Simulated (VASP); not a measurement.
# MnO (P6_3mc) in VASP: notebook

MnO is run at these levels: PBE+U, PBEsol+U, PBE+D3(BJ)+U; tasks: single point, relaxation of shape and atoms at fixed volume.

Everything below comes from runs of VASP 6.6.1. Logs are shortened: lines on timing, memory, paths and dates and some standing lists are left out, and cuts for length are marked.

### Step 1. The cell of the first run

It takes space group P6_3mc (No. 186, hexagonal). Conventional cell: a = 3.372 Å, b = 3.372 Å, c = 5.385 Å, α = 90.00°, β = 90.00°, γ = 120.00°. Mn (site symmetry 3m) has 4 O at 1.96 to 2.08 Å within 2.6 Å. O (site symmetry 3m) has 4 Mn at 1.96 to 2.08 Å within 2.6 Å.

### Step 2. Single point, PBE+U, collinear spin, ferromagnetic start

Input file INCAR:

```
SYSTEM = MnO
ALGO = Normal
EDIFF = 1E-7
ENCUT = 520
GGA = PE
ISIF = 2
ISMEAR = 0
ISPIN = 2
LASPH = .True.
LCHARG = .False.
LDAU = .True.
LDAUJ = 0 0
LDAUL = 2 -1
LDAUPRINT = 1
LDAUTYPE = 2
LDAUU = 3.9 0
LMAXMIX = 4
LORBIT = 11
LREAL = .False.
LWAVE = .False.
MAGMOM = 5 5 0 0
NBANDS = 31
NELM = 150
PREC = Accurate
SIGMA = 0.05
```

Input file KPOINTS:

```
k-points
0
Gamma
  5 5 3
  0 0 0
```

Input file POSCAR:

```
MnO
1.0
    3.3717001893      0.0000000000      0.0000000000
   -1.6858500946      2.9199780177      0.0000000000
    0.0000000000      0.0000000000      5.3854988180
Mn O
2 2
Direct
    0.3333333333      0.6666666667      0.0109600000
    0.6666666667      0.3333333333      0.5109600000
    0.3333333333      0.6666666667      0.3754700000
    0.6666666667      0.3333333333      0.8754700000
```

Potentials or basis: VASP PAW PBE potentials, release 64 (Mn_pv, O).

Started as:

```
$ cat potpaw_PBE.64/Mn_pv/POTCAR potpaw_PBE.64/O/POTCAR > POTCAR
$ mpirun -np 1 vasp_std > vasp.out
```

OUTCAR:

```text
SYSTEM = MnO
   EDIFF = 1E-7
   ENCUT = 520
   GGA = PE
   ISIF = 2
   ISMEAR = 0
   ISPIN = 2
   LASPH = .True.
   LORBIT = 11
   LREAL = .False.
   NELM = 150
   PREC = Accurate

 ion  position               nearest neighbor table
   1  0.333  0.667  0.011-   3 1.96   4 2.08   4 2.08   4 2.08
   2  0.667  0.333  0.511-   4 1.96   3 2.08   3 2.08   3 2.08
   3  0.333  0.667  0.375-   1 1.96   2 2.08   2 2.08   2 2.08
   4  0.667  0.333  0.875-   2 1.96   1 2.08   1 2.08   1 2.08

  LATTYP: Found a hexagonal cell.
 ALAT       =     3.3717001893
 C/A-ratio  =     1.5972650341

  Lattice vectors:

 A1 = (   3.3717001893,   0.0000000000,   0.0000000000)
 A2 = (  -1.6858500946,   2.9199780177,   0.0000000000)
 A3 = (   0.0000000000,   0.0000000000,   5.3854988180)

Analysis of symmetry for initial positions (statically):
=====================================================================
 Subroutine PRICEL returns:
 Original cell was already a primitive cell.

 Routine SETGRP: Setting up the symmetry group for a
 hexagonal supercell.

 Subroutine GETGRP returns: Found 12 space group operations
 (whereof  6 operations were pure point group operations)
 out of a pool of 24 trial point group operations.

The static configuration has the point symmetry C_3v.
 The point group associated with its full space group is C_6v.

Analysis of symmetry for dynamics (positions and initial velocities):
=====================================================================
 Subroutine PRICEL returns:
 Original cell was already a primitive cell.

 Routine SETGRP: Setting up the symmetry group for a
 hexagonal supercell.

 Subroutine GETGRP returns: Found 12 space group operations
 (whereof  6 operations were pure point group operations)
 out of a pool of 24 trial point group operations.

The dynamic configuration has the point symmetry C_3v.
 The point group associated with its full space group is C_6v.

Analysis of structural, dynamic, and magnetic symmetry:
=====================================================================
 Subroutine PRICEL returns:
 Original cell was already a primitive cell.

 Routine SETGRP: Setting up the symmetry group for a
 hexagonal supercell.

 Subroutine GETGRP returns: Found 12 space group operations
 (whereof  6 operations were pure point group operations)
 out of a pool of 24 trial point group operations.

The overall configuration has the point symmetry C_3v.
 The point group associated with its full space group is C_6v.

 Subroutine INISYM returns: Found 12 space group operations
 (whereof  6 operations are pure point group operations),
 and found     1 'primitive' translations

----------------------------------------------------------------------------------------

                                     Primitive cell

  volume of cell :      53.0218

  direct lattice vectors                    reciprocal lattice vectors
     3.371700189  0.000000000  0.000000000     0.296586275  0.171234166  0.000000000
[... 143 lines left out ...]
  o =  0.0232  v =  0.0000  0.0000  0.0000  0.0000  0.0000 -0.6451  0.1030 -0.0000  0.7520 -0.0884      0.0000  0.0000  0.0000  0.0000  0.0000  0.0000  0.0000  0.0000  0.0000  0.0000
  o =  0.0597  v =  0.0000  0.0000  0.0000  0.0000  0.0000  0.1032 -0.6451 -0.0000  0.0885 -0.7519      0.0000  0.0000  0.0000  0.0000  0.0000  0.0000  0.0000  0.0000  0.0000  0.0000
  o =  0.0597  v =  0.0000  0.0000  0.0000  0.0000  0.0000  0.7519  0.0885  0.0000  0.6451  0.1032      0.0000  0.0000  0.0000  0.0000  0.0000  0.0000  0.0000  0.0000  0.0000  0.0000
  o =  0.0746  v =  0.0000  0.0000  0.0000  0.0000  0.0000 -0.0000 -0.0000  1.0000 -0.0000 -0.0000      0.0000  0.0000  0.0000  0.0000  0.0000  0.0000  0.0000  0.0000  0.0000  0.0000
  o =  0.9455  v = -0.1127 -0.5550  0.0000  0.0762  0.8206  0.0000  0.0000  0.0000  0.0000  0.0000      0.0000  0.0000  0.0000  0.0000  0.0000  0.0000  0.0000  0.0000  0.0000  0.0000
  o =  0.9455  v = -0.8206  0.0762 -0.0000  0.5550 -0.1127  0.0000  0.0000  0.0000  0.0000  0.0000      0.0000  0.0000  0.0000  0.0000  0.0000  0.0000  0.0000  0.0000  0.0000  0.0000
  o =  0.9466  v =  0.0000 -0.0000 -1.0000 -0.0000  0.0000  0.0000  0.0000  0.0000  0.0000  0.0000      0.0000  0.0000  0.0000  0.0000  0.0000  0.0000  0.0000  0.0000  0.0000  0.0000
  o =  0.9516  v =  0.0762 -0.8206  0.0000  0.1127 -0.5550  0.0000  0.0000  0.0000  0.0000  0.0000      0.0000  0.0000  0.0000  0.0000  0.0000  0.0000  0.0000  0.0000  0.0000  0.0000
  o =  0.9516  v = -0.5550 -0.1127  0.0000 -0.8206 -0.0762  0.0000  0.0000  0.0000  0.0000  0.0000      0.0000  0.0000  0.0000  0.0000  0.0000  0.0000  0.0000  0.0000  0.0000  0.0000

atom =   2  type =  1  l = 2

 onsite density matrix

spin component  1

  0.9474  0.0000 -0.0000 -0.0028  0.0000
  0.0000  0.9497  0.0000  0.0000 -0.0028
 -0.0000  0.0000  0.9466  0.0000 -0.0000
 -0.0028  0.0000  0.0000  0.9497 -0.0000
  0.0000 -0.0028 -0.0000 -0.0000  0.9474

spin component  2

  0.0442  0.0000 -0.0000 -0.0180  0.0000
  0.0000  0.0387  0.0000  0.0000 -0.0180
 -0.0000  0.0000  0.0746  0.0000 -0.0000
 -0.0180  0.0000  0.0000  0.0387 -0.0000
  0.0000 -0.0180 -0.0000 -0.0000  0.0442

 occupancies and eigenvectors

  o =  0.0232  v =  0.0000  0.0000  0.0000  0.0000  0.0000 -0.0886  0.7519  0.0000 -0.1032  0.6451      0.0000  0.0000  0.0000  0.0000  0.0000  0.0000  0.0000  0.0000  0.0000  0.0000
  o =  0.0232  v =  0.0000  0.0000  0.0000  0.0000  0.0000 -0.6451 -0.1032 -0.0000 -0.7519 -0.0886      0.0000  0.0000  0.0000  0.0000  0.0000  0.0000  0.0000  0.0000  0.0000  0.0000
  o =  0.0597  v =  0.0000  0.0000  0.0000  0.0000  0.0000  0.1033  0.6451 -0.0000 -0.0886 -0.7519      0.0000  0.0000  0.0000  0.0000  0.0000  0.0000  0.0000  0.0000  0.0000  0.0000
  o =  0.0597  v =  0.0000  0.0000  0.0000  0.0000  0.0000  0.7519 -0.0886  0.0000 -0.6451  0.1033      0.0000  0.0000  0.0000  0.0000  0.0000  0.0000  0.0000  0.0000  0.0000  0.0000
  o =  0.0746  v =  0.0000  0.0000  0.0000  0.0000  0.0000 -0.0000  0.0000  1.0000  0.0000 -0.0000      0.0000  0.0000  0.0000  0.0000  0.0000  0.0000  0.0000  0.0000  0.0000  0.0000
  o =  0.9455  v = -0.1127  0.5550  0.0000 -0.0762  0.8206  0.0000  0.0000  0.0000  0.0000  0.0000      0.0000  0.0000  0.0000  0.0000  0.0000  0.0000  0.0000  0.0000  0.0000  0.0000
  o =  0.9455  v = -0.8206 -0.0762 -0.0000 -0.5550 -0.1127  0.0000  0.0000  0.0000  0.0000  0.0000      0.0000  0.0000  0.0000  0.0000  0.0000  0.0000  0.0000  0.0000  0.0000  0.0000
  o =  0.9466  v =  0.0000  0.0000 -1.0000  0.0000  0.0000  0.0000  0.0000  0.0000  0.0000  0.0000      0.0000  0.0000  0.0000  0.0000  0.0000  0.0000  0.0000  0.0000  0.0000  0.0000
  o =  0.9516  v =  0.0762  0.8206  0.0000 -0.1127 -0.5550  0.0000  0.0000  0.0000  0.0000  0.0000      0.0000  0.0000  0.0000  0.0000  0.0000  0.0000  0.0000  0.0000  0.0000  0.0000
  o =  0.9516  v = -0.5550  0.1127  0.0000  0.8206 -0.0762  0.0000  0.0000  0.0000  0.0000  0.0000      0.0000  0.0000  0.0000  0.0000  0.0000  0.0000  0.0000  0.0000  0.0000  0.0000

 number of electron      38.0000000 magnetization       9.9999991

 Free energy of the ion-electron system (eV)
  ---------------------------------------------------
  ext. energy  EPLUGINS =         0.00000000
  ---------------------------------------------------
  free energy    TOTEN  =       -30.64591780 eV

  energy without entropy =      -30.64582427  energy(sigma->0) =      -30.64587103

 E-fermi :   5.2215     XC(G=0): -10.5340

 val. band max:        5.1503401127   @ k =   0.0000   0.0000   0.0000
 cond. band min:       5.2818005183   @ k =   0.0000   0.0000   0.0000
 fundamental gap:      0.1314604056
 Fermi energy:         5.2215177708

 spin component 1

 k-point     1 :       0.0000    0.0000    0.0000
  band No.  band energies     occupation
      1     -44.6060      1.00000
      2     -44.6060      1.00000
      3     -44.6035      1.00000
      4     -44.6001      1.00000
      5     -44.6001      1.00000
      6     -44.5663      1.00000
[... 329 lines left out ...]
     30      14.8448      0.00000
     31      16.9955      0.00000
 Fermi energy:         5.2215177708

 spin component 2

 k-point     1 :       0.0000    0.0000    0.0000
  band No.  band energies     occupation
      1     -39.7311      1.00000
      2     -39.7120      1.00000
      3     -39.7120      1.00000
      4     -39.7042      1.00000
      5     -39.7042      1.00000
      6     -39.6799      1.00000
[... 329 lines left out ...]
     30      16.9045      0.00000
     31      18.4377      0.00000

------------------------ aborting loop because EDIFF is reached ----------------------------------------

  FORCE on cell =-STRESS in cart. coord.  units (eV):
  Direction    XX          YY          ZZ          XY          YZ          ZX
  --------------------------------------------------------------------------------------
  -------------------------------------------------------------------------------------
  Total        2.4782679      2.4782679      5.7727835      0.0000000      0.0000000      0.0000000
  in kB       74.8866442     74.8866442    174.4381152      0.0000000      0.0000000      0.0000000
  external PRESSURE =     108.0704679 kB  Pullay stress =       0.0000000 kB

 VOLUME and BASIS-vectors are now :
 -----------------------------------------------------------------------------
  energy-cutoff  :      520.00
  volume of cell :       53.02
      direct lattice vectors                 reciprocal lattice vectors
     3.371700189  0.000000000  0.000000000     0.296586275  0.171234166  0.000000000
    -1.685850095  2.919978018  0.000000000     0.000000000  0.342468332  0.000000000
     0.000000000  0.000000000  5.385498818     0.000000000  0.000000000  0.185683821

 POSITION                                       TOTAL-FORCE (eV/Angst)
 -----------------------------------------------------------------------------------
     -0.00000      1.94665      0.05903        -0.000000     -0.000000     -0.887391
      1.68585      0.97333      2.75177         0.000000      0.000000     -0.887391
     -0.00000      1.94665      2.02209        -0.000000      0.000000      0.887391
      1.68585      0.97333      4.71484         0.000000     -0.000000      0.887391
 -----------------------------------------------------------------------------------
    total drift:                               -0.000000     -0.000000      0.001376

  FREE ENERGIE OF THE ION-ELECTRON SYSTEM (eV)
  ---------------------------------------------------
  free  energy   TOTEN  =       -30.6459177972 eV

  energy  without entropy=      -30.6458242706  energy(sigma->0) =      -30.64587103

 total charge

# of ion       s       p       d       tot
------------------------------------------
    1        0.244   6.234   4.960  11.438
    2        0.244   6.234   4.960  11.438
    3        1.553   3.487   0.000   5.040
    4        1.553   3.487   0.000   5.040
--------------------------------------------------
tot          3.594  19.442   9.920  32.956

 magnetization (x)

# of ion       s       p       d       tot
------------------------------------------
    1        0.036   0.057   4.491   4.584
    2        0.036   0.057   4.491   4.584
    3        0.014   0.103   0.000   0.116
    4        0.014   0.103   0.000   0.116
--------------------------------------------------
tot          0.100   0.319   8.982   9.401
```

It took 62 s on 1 thread of Intel Xeon Platinum 8259CL at 2.50GHz (Skylake/Cascade Lake), shared host; peak memory 0.2 GiB.

What came out:

```
Free energy                                           : -30.6459 eV
Pressure                                              : 10.8 GPa
Largest force                                         : 0.887 eV/Å
Band gap on the k mesh                                : 0.13 eV, direct
Net moment                                            : 10.00 μB per cell
Site moments                                          : Mn +4.58; O +0.12 μB
Valence electrons inside the program's atomic spheres : Mn 11.44; O 5.04
```

Forces on the atoms (eV/Å):
```
Mn   0.000  0.000 -0.887
Mn   0.000  0.000 -0.887
O    0.000  0.000  0.887
O    0.000  0.000  0.887
```

Levels at points of the mesh, in eV from the valence-band top:
Spin up:
| k point | band 21 | band 22 | band 23 | band 24 | band 25 | band 26 | band 27 | band 28 |
| --- | --- | --- | --- | --- | --- | --- | --- | --- |
| (0.00, 0.00, 0.00) | -1.08 | -0.62 | 0.00 | 0.00 | 0.13 | 4.56 | 6.38 | 12.24 |
Spin down:
| k point | band 12 | band 13 | band 14 | band 15 | band 16 | band 17 |
| --- | --- | --- | --- | --- | --- | --- |
| (0.00, 0.00, 0.00) | -3.76 | -3.64 | -3.64 | 0.66 | 3.18 | 3.47 |

Eigenvalues of the final occupation matrices:
```tsv
site	spin	trace	eigenvalues
site 1 d	1	4.74	0.95 0.95 0.95 0.95 0.95
site 1 d	2	0.24	0.02 0.02 0.06 0.06 0.07
site 2 d	1	4.74	0.95 0.95 0.95 0.95 0.95
site 2 d	2	0.24	0.02 0.02 0.06 0.06 0.07
```

Caveat: the k points lie up to 0.43 Å⁻¹ apart; only a ferromagnetic start was run, and an antiferromagnetic order may lie lower in energy. The state reached can hang on the start; a lower one may exist.

[end of part 1 of 2]
